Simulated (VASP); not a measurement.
# Si4C (P6_3/mmc) in VASP: a series of runs

Si4C is run at these levels: PBE; tasks: single point.

Everything below comes from runs of VASP 6.6.1. Logs are shortened: lines on timing, memory, paths and dates and some standing lists are left out, and cuts for length are marked.

## (1) The cell of the first run

It takes space group P6_3/mmc (No. 194, hexagonal). Conventional cell: a = 2.931 Å, b = 2.931 Å, c = 16.926 Å, α = 90.00°, β = 90.00°, γ = 120.00°. Si (site symmetry 3m) has 3 C at 2.09 Å and 4 Si at 2.44 to 2.67 Å within 2.8 Å. Si (site symmetry 3m) has 12 Si at 2.53 to 2.93 Å and 1 C at 3.29 Å within 3.3 Å. Within 2.8 Å of C (site symmetry -6m2) lie 6 Si at 2.09 Å.

## (2) Single point, PBE

INCAR

```
PREC = Accurate
ENCUT = 520
EDIFF = 1E-7
ISMEAR = 0
SIGMA = 0.1
LREAL = F
LASPH = T
NELM = 100
ALGO = Normal
ISIF = 2
LWAVE = F
LCHARG = F
GGA = PE
NBANDS = 31
```

KPOINTS

```
Automatic mesh
0
Gamma
  6 6 1
```

POSCAR

```
Si4C
1.0
    2.9307391716      0.0000000000      0.0000000000
   -1.4653695858      2.5380945745      0.0000000000
    0.0000000000      0.0000000000     16.9264944325
Si C
8 2
Direct
    0.3333333333      0.6666666667      0.8219789074
    0.3333333333      0.6666666667      0.0556677553
    0.3333333333      0.6666666667      0.4443322447
    0.3333333333      0.6666666667      0.6780210926
    0.6666666667      0.3333333333      0.9443322447
    0.6666666667      0.3333333333      0.1780210926
    0.6666666667      0.3333333333      0.3219789074
    0.6666666667      0.3333333333      0.5556677553
    0.3333333333      0.6666666667      0.2500000000
    0.6666666667      0.3333333333      0.7500000000
```

Potentials or basis: VASP PAW PBE potentials, release 64 (Si, C).

Command:

```bash
cat potpaw_PBE.64/Si/POTCAR potpaw_PBE.64/C/POTCAR > POTCAR
mpirun -np 1 vasp_std > vasp.out
```

OUTCAR:

```text
PREC = Accurate
   ENCUT = 520
   EDIFF = 1E-7
   ISMEAR = 0
   LREAL = F
   LASPH = T
   NELM = 100
   ISIF = 2
   GGA = PE

 ion  position               nearest neighbor table
   1  0.333  0.667  0.822-  10 2.09  10 2.09  10 2.09   4 2.44   5 2.67   5 2.67   5 2.67
   2  0.333  0.667  0.056-   5 2.53   5 2.53   5 2.53   6 2.67   6 2.67   6 2.67
   3  0.333  0.667  0.444-   8 2.53   8 2.53   8 2.53   7 2.67   7 2.67   7 2.67
   4  0.333  0.667  0.678-  10 2.09  10 2.09  10 2.09   1 2.44   8 2.67   8 2.67   8 2.67
   5  0.667  0.333  0.944-   2 2.53   2 2.53   2 2.53   1 2.67   1 2.67   1 2.67
   6  0.667  0.333  0.178-   9 2.09   9 2.09   9 2.09   7 2.44   2 2.67   2 2.67   2 2.67
   7  0.667  0.333  0.322-   9 2.09   9 2.09   9 2.09   6 2.44   3 2.67   3 2.67   3 2.67
   8  0.667  0.333  0.556-   3 2.53   3 2.53   3 2.53   4 2.67   4 2.67   4 2.67
   9  0.333  0.667  0.250-   6 2.09   7 2.09   6 2.09   7 2.09   6 2.09   7 2.09
  10  0.667  0.333  0.750-   1 2.09   4 2.09   1 2.09   4 2.09   1 2.09   4 2.09

  LATTYP: Found a hexagonal cell.
 ALAT       =     2.9307391716
 C/A-ratio  =     5.7755035305

  Lattice vectors:

 A1 = (   2.9307391716,   0.0000000000,   0.0000000000)
 A2 = (  -1.4653695858,   2.5380945745,   0.0000000000)
 A3 = (   0.0000000000,   0.0000000000,  16.9264944325)

Analysis of symmetry for initial positions (statically):
=====================================================================
 Subroutine PRICEL returns:
 Original cell was already a primitive cell.

 Routine SETGRP: Setting up the symmetry group for a
 hexagonal supercell.

 Subroutine GETGRP returns: Found 24 space group operations
 (whereof 12 operations were pure point group operations)
 out of a pool of 24 trial point group operations.

The static configuration has the point symmetry D_3d.
 The point group associated with its full space group is D_6h.

Analysis of symmetry for dynamics (positions and initial velocities):
=====================================================================
 Subroutine PRICEL returns:
 Original cell was already a primitive cell.

 Routine SETGRP: Setting up the symmetry group for a
 hexagonal supercell.

 Subroutine GETGRP returns: Found 24 space group operations
 (whereof 12 operations were pure point group operations)
 out of a pool of 24 trial point group operations.

The dynamic configuration has the point symmetry D_3d.
 The point group associated with its full space group is D_6h.

 Subroutine INISYM returns: Found 24 space group operations
 (whereof 12 operations are pure point group operations),
 and found     1 'primitive' translations

----------------------------------------------------------------------------------------

                                     Primitive cell

  volume of cell :     125.9076

  direct lattice vectors                    reciprocal lattice vectors
     2.930739172  0.000000000  0.000000000     0.341210849  0.196998175  0.000000000
    -1.465369586  2.538094575  0.000000000     0.000000000  0.393996351  0.000000000
     0.000000000  0.000000000 16.926494433     0.000000000  0.000000000  0.059078978

  length of vectors
     2.930739172  2.930739172 16.926494433     0.393996351  0.393996351  0.059078978

  position of ions in fractional coordinates (direct lattice)
     0.333333333  0.666666667  0.821978907
     0.333333333  0.666666667  0.055667755
     0.333333333  0.666666667  0.444332245
     0.333333333  0.666666667  0.678021093
     0.666666667  0.333333333  0.944332245
     0.666666667  0.333333333  0.178021093
     0.666666667  0.333333333  0.321978907
     0.666666667  0.333333333  0.555667755
     0.333333333  0.666666667  0.250000000
     0.666666667  0.333333333  0.750000000

  ion indices of the primitive-cell ions
   primitive index   ion index
                 1           1
                 2           2
                 3           3
                 4           4
                 5           5
                 6           6
                 7           7
                 8           8
                 9           9
                10          10

----------------------------------------------------------------------------------------

 KPOINTS: Automatic mesh

Automatic generation of k-mesh.
 Grid dimensions read from file:
 generate k-points for:    6    6    1

 Generating k-lattice:

  Cartesian coordinates                     Fractional coordinates (reciprocal lattice)
     0.056868475  0.032833029  0.000000000     0.166666667 -0.000000000  0.000000000
     0.000000000  0.065666058  0.000000000     0.000000000  0.166666667  0.000000000
     0.000000000  0.000000000  0.059078978     0.000000000  0.000000000  1.000000000

  Length of vectors
     0.065666058  0.065666058  0.059078978

  Shift w.r.t. Gamma in fractional coordinates (k-lattice)
     0.000000000  0.000000000  0.000000000

 Subroutine IBZKPT returns following result:
 ===========================================

 Found      7 irreducible k-points:

 Following reciprocal coordinates:
            Coordinates               Weight
  0.000000  0.000000  0.000000      1.000000
  0.166667  0.000000  0.000000      6.000000
  0.333333  0.000000  0.000000      6.000000
  0.500000  0.000000  0.000000      3.000000
  0.166667  0.166667  0.000000      6.000000
  0.333333  0.166667  0.000000     12.000000
  0.333333  0.333333  0.000000      2.000000
   k-points           NKPTS =      7   k-points in BZ     NKDIM =      7   number of bands    NBANDS=     31
   number of dos      NEDOS =    301   number of ions     NIONS =     10
   total plane-waves  NPLWV =  72576
   dimension x,y,z NGX =    24 NGY =   24 NGZ =  126
   dimension x,y,z NGXF=    48 NGYF=   48 NGZF=  252
   ions per type =               8   2
   NGX,Y,Z   is equivalent  to a cutoff of  13.61, 13.61, 12.38 a.u.
   NGXF,Y,Z  is equivalent  to a cutoff of  27.23, 27.23, 24.75 a.u.
 SYSTEM =  unknown system
   PREC   = accura    normal or accurate (medium, high low for compatibility)
   ISTART =      0    job   : 0-new  1-cont  2-samecut
   ICHARG =      2    charge: 1-file 2-atom 10-const
   ISPIN  =      1    spin polarized calculation?
   LNONCOLLINEAR =      F non collinear calculations
   LSORBIT =      F    spin-orbit coupling
   LASPH  =      T    aspherical Exc in radial PAW
   ENCUT  =  520.0 eV  38.22 Ry    6.18 a.u.   5.45  5.45 31.47*2*pi/ulx,y,z
   NELM   =    100;   NELMIN=  2; NELMDL= -5     # of ELM steps
   EDIFF  = 0.1E-06   stopping-criterion for ELM
   LREAL  =      F    real-space projection
   EDIFFG = 0.1E-05   stopping-criterion for IOM
   NSW    =      0    number of steps for IOM
   IBRION =     -1    ionic relax: 0-MD 1-quasi-New 2-CG
   NFREE  =      0    steps in history (QN), initial steepest desc. (CG)
   ISIF   =      2    stress and relaxation
   ISYM   =      2    0-nonsym 1-usesym 2-fastsym
   POTIM  = 0.5000    time-step for ionic-motion
   TEBEG  =    0.0;   TEEND  =   0.0 temperature during run
   PSTRESS=    0.0 pullay stress
   NELECT =      40.0000    total number of electrons
   NUPDOWN=      -1.0000    fix difference up-down
   EMIN   =  10.00;   EMAX   =-10.00  energy-range for DOS
   EFERMI =   0.00;   METHOD = LEGACY
   ISMEAR =     0;   SIGMA  =   0.10  broadening in eV -4-tet -1-fermi 0-gaus
   EFERMI_NEDOS =   21; number of points for ismear=-14 and -15
   IALGO  =     38    algorithm
   IMIX   =      4    mixing-type and parameters
     AMIX     =   0.40;   BMIX     =  1.00
     AMIX_MAG =   1.60;   BMIX_MAG =  1.00
  volume/ion in A,a.u.               =      12.59        84.97
  Fermi-wavevector in a.u.,A,eV,Ry     =   1.117063  2.110942 16.977741  1.247829
  Thomas-Fermi vector in A             =   2.253682
   LORBIT       =      0    0 simple, 1 ext, 2 COOP (PROOUT), +10 PAW based schemes
   GGA     = PE    functional components
   LHFCALC =     F    Hartree Fock is set to
   AEXX    =    0.0000 exact exchange contribution
   IVDW    =     0    specifies the selected vdW correction
   LEPSILON=     F    determine dielectric tensor
   LRPA    =     F    only Hartree local field effects (RPA)
 non-spin polarized calculation
 Gauss-broadening in eV      SIGMA  =   0.10
  energy-cutoff  :      520.00
  volume of cell :      125.91
 maximum number of plane-waves:      3483
 NGX is ok and might be reduce to    24
   NGX = 11   NGY = 11   NGZ = 63

 number of electron      40.0000005 magnetization

 Free energy of the ion-electron system (eV)
  ---------------------------------------------------
  ext. energy  EPLUGINS =         0.00000000
  ---------------------------------------------------
  free energy    TOTEN  =       -55.43813860 eV

  energy without entropy =      -55.42354516  energy(sigma->0) =      -55.43084188

 E-fermi :  10.1619     XC(G=0): -11.3964

 val. band max:       10.0582803156   @ k =   0.1667   0.1667   0.0000
 cond. band min:      10.2413717014   @ k =   0.3333   0.1667   0.0000
 fundamental gap:      0.1830913859
 Fermi energy:        10.1618578362

 k-point     1 :       0.0000    0.0000    0.0000
  band No.  band energies     occupation
      1      -6.5334      2.00000
      2      -6.5112      2.00000
      3      -3.6431      2.00000
      4      -3.1218      2.00000
      5      -2.3330      2.00000
      6      -0.6129      2.00000
[... 23 lines left out ...]
     30      16.8813      0.00000
     31      17.6868      0.00000

 k-point     2 :       0.1667    0.0000    0.0000
  band No.  band energies     occupation
      1      -5.9819      2.00000
      2      -5.9613      2.00000
      3      -3.0266      2.00000
      4      -2.5129      2.00000
      5      -1.7272      2.00000
      6      -0.0219      2.00000
[... 162 lines left out ...]
 k-point     7 :       0.3333    0.3333    0.0000
  band No.  band energies     occupation
      1      -1.6238      2.00000
      2      -1.6238      2.00000
      3       0.2419      2.00000
      4       0.2419      2.00000
      5       2.6724      2.00000
      6       2.7036      2.00000
[... 23 lines left out ...]
     30      14.4184      0.00000
     31      14.4184      0.00000

------------------------ aborting loop because EDIFF is reached ----------------------------------------

  FORCE on cell =-STRESS in cart. coord.  units (eV):
  Direction    XX          YY          ZZ          XY          YZ          ZX
  --------------------------------------------------------------------------------------
  -------------------------------------------------------------------------------------
  Total        0.0742716      0.0742716      0.0378576      0.0000000      0.0000000     -0.0000000
  in kB        0.9451081      0.9451081      0.4817390      0.0000000      0.0000000     -0.0000000
  external PRESSURE =       0.7906517 kB  Pullay stress =       0.0000000 kB

 VOLUME and BASIS-vectors are now :
 -----------------------------------------------------------------------------
  energy-cutoff  :      520.00
  volume of cell :      125.91
      direct lattice vectors                 reciprocal lattice vectors
     2.930739172  0.000000000  0.000000000     0.341210849  0.196998175  0.000000000
    -1.465369586  2.538094575  0.000000000     0.000000000  0.393996351  0.000000000
     0.000000000  0.000000000 16.926494433     0.000000000  0.000000000  0.059078978

 POSITION                                       TOTAL-FORCE (eV/Angst)
 -----------------------------------------------------------------------------------
     -0.00000      1.69206     13.91322        -0.000000     -0.000000     -0.026592
     -0.00000      1.69206      0.94226         0.000000      0.000000     -0.016491
     -0.00000      1.69206      7.52099        -0.000000      0.000000      0.016491
     -0.00000      1.69206     11.47652        -0.000000      0.000000      0.026592
      1.46537      0.84603     15.98423         0.000000      0.000000      0.016491
      1.46537      0.84603      3.01327         0.000000      0.000000      0.026592
      1.46537      0.84603      5.44997         0.000000      0.000000     -0.026592
      1.46537      0.84603      9.40551         0.000000      0.000000     -0.016491
     -0.00000      1.69206      4.23162         0.000000     -0.000000      0.000000
      1.46537      0.84603     12.69487        -0.000000      0.000000      0.000000
 -----------------------------------------------------------------------------------
    total drift:                               -0.000000      0.000000     -0.000000

  FREE ENERGIE OF THE ION-ELECTRON SYSTEM (eV)
  ---------------------------------------------------
  free  energy   TOTEN  =       -55.4381385982 eV

  energy  without entropy=      -55.4235451618  energy(sigma->0) =      -55.43084188
```

Run time: 24 s. Hardware: 1 thread of AMD EPYC 9R45 (Zen 5), shared host; peak memory 0.21 GiB.

What came out:

```yaml
Free_energy: -55.4381 eV
Pressure: 0.1 GPa
Largest_force: 0.027 eV/Å
Band_gap_on_the_k_mesh: zero (band 20 reaches 15.44 eV, above the bottom of band 21 at 8.39 eV)
```

Forces in eV/Å, atoms in the order of the input:
```
Si   0.000  0.000 -0.027
Si   0.000  0.000 -0.016
Si   0.000  0.000  0.016
Si   0.000  0.000  0.027
Si   0.000  0.000  0.016
Si   0.000  0.000  0.027
Si   0.000  0.000 -0.027
Si   0.000  0.000 -0.016
C    0.000  0.000  0.000
C    0.000  0.000  0.000
```

Levels at points of the mesh, in eV from the Fermi level:
| k point | band 18 | band 19 | band 20 | band 21 | band 22 | band 23 |
| --- | --- | --- | --- | --- | --- | --- |
| (0.00, 0.00, 0.00) | 4.41 | 4.48 | 5.27 | 5.42 | 5.42 | 5.52 |
| (0.50, 0.00, 0.00) | -2.66 | -1.69 | -1.53 | 0.54 | 1.48 | 1.55 |

Caveat: the k points lie up to 0.41 Å⁻¹ apart.

## (3) Single point, PBE

This run uses another cell than the first one, of 14.72 Å³/atom, 1.169 times its volume.

INCAR

```
SYSTEM = Si4C
ALGO = Normal
EDIFF = 1E-6
ENCUT = 520
GGA = PE
ISIF = 2
ISMEAR = 0
LASPH = .True.
LCHARG = .True.
LELF = .True.
LREAL = .False.
LVHAR = .True.
LWAVE = .False.
NBANDS = 31
NELM = 80
PREC = Accurate
SIGMA = 0.1
```

KPOINTS

```
k-points
0
Gamma
  6 6 1
  0 0 0
```

POSCAR

```
Si4C
1.0
    2.7895866000      0.0000000000      0.0000000000
   -1.3947933000      2.4158528600      0.0000000000
    0.0000000000      0.0000000000     21.8417344600
Si C
8 2
Direct
    0.3333333300      0.6666666700      0.8500000000
    0.3333333300      0.6666666700      0.0500000000
    0.3333333300      0.6666666700      0.4500000000
    0.3333333300      0.6666666700      0.6500000000
    0.6666666700      0.3333333300      0.9500000000
    0.6666666700      0.3333333300      0.1500000000
    0.6666666700      0.3333333300      0.3500000000
    0.6666666700      0.3333333300      0.5500000000
    0.3333333300      0.6666666700      0.2500000000
    0.6666666700      0.3333333300      0.7500000000
```

Potentials or basis: VASP PAW PBE potentials, release 64 (Si, C).

Command:

```bash
cat potpaw_PBE.64/Si/POTCAR potpaw_PBE.64/C/POTCAR > POTCAR
mpirun -np 1 vasp_std > vasp.out
```

Wall time 68 s (1 thread of AMD EPYC 9R45 (Zen 5), shared host); peak memory 0.26 GiB.

The run converged. Its results:

| Property | Result |
| --- | --- |
| Free energy | -47.4766 eV |
| Pressure | -10.2 GPa |
| Largest force | 1.515 eV/Å |
| Band gap on the k mesh | zero (band 20 reaches 11.13 eV, above the bottom of band 21 at 6.18 eV) |

Forces in eV/Å, atoms in the order of the input:
```
Si   0.000  0.000 -1.515
Si   0.000  0.000 -0.326
Si   0.000  0.000  0.326
Si   0.000  0.000  1.515
Si   0.000  0.000  0.326
Si   0.000  0.000  1.515
Si   0.000  0.000 -1.515
Si   0.000  0.000 -0.326
C    0.000  0.000  0.000
C    0.000  0.000  0.000
```

Stress tensor (GPa, compression positive):
```
 -5.71   0.00   0.00
  0.00  -5.71   0.00
  0.00   0.00 -19.09
```

Levels at points of the mesh, in eV from the Fermi level:
```tsv
k point	band 17	band 18	band 19	band 20	band 21	band 22	band 23	band 24
(0.00, 0.00, 0.00)	3.11	3.11	3.11	3.11	4.37	6.32	7.72	7.72
(0.50, 0.00, 0.00)	-2.86	-2.45	-1.16	-1.15	-0.97	0.54	1.48	1.58
```

Caveat: the k points lie up to 0.43 Å⁻¹ apart; forces of over 1 eV/Å act on the atoms, so gaps and moduli don't describe the material at rest.
